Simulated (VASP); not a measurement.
## PtS2: single point with PBE+D3(BJ)

System: PtS2, a slab with vacuum.

```
S Pt
1.0
     3.40000    0.00000    0.00000
    -1.70000    2.94449    0.00000
     0.00000    0.00000   30.82549
S Pt
2 1
Cartesian
  1.7000 0.9815 14.1492
  0.0000 1.9630 16.6762
  0.0000 0.0000 15.4127
```

* Program: VASP 6.6.1
* Task: single point
* Functional: PBE
* Dispersion: D3(BJ)
* Potentials or basis: VASP PAW PBE potentials, release 64 (S, Pt)
* Cutoff: 520 eV
* k mesh: 9 × 9 × 1
* Occupations: gaussian, width 0.02 eV
* Spin: no spin polarisation

The largest force is 0.866 eV/Å, the band gap on the k mesh is 1.90 eV (least direct gap 1.99 eV) and the dispersion energy per atom is -0.299 eV.

Forces on the atoms (eV/Å):
```
S    0.000  0.000 -0.866
S    0.000  0.000  0.866
Pt   0.000  0.000  0.000
```

Levels at points of the mesh, in eV from the valence-band top:
```
           k point  band 8  band 9  band 10  band 11  band 12  band 13  band 14  band 15
(0.00, 0.00, 0.00)   -1.02   -0.98    -0.10    -0.10     3.56     3.56     5.50     5.67
```

Run time: 2.2 min on 1 thread of Intel Xeon 8259CL, on a shared host, peak memory 0.45 GiB.

Caveat: spin-orbit coupling is left out, which moves the levels of the heavy elements.
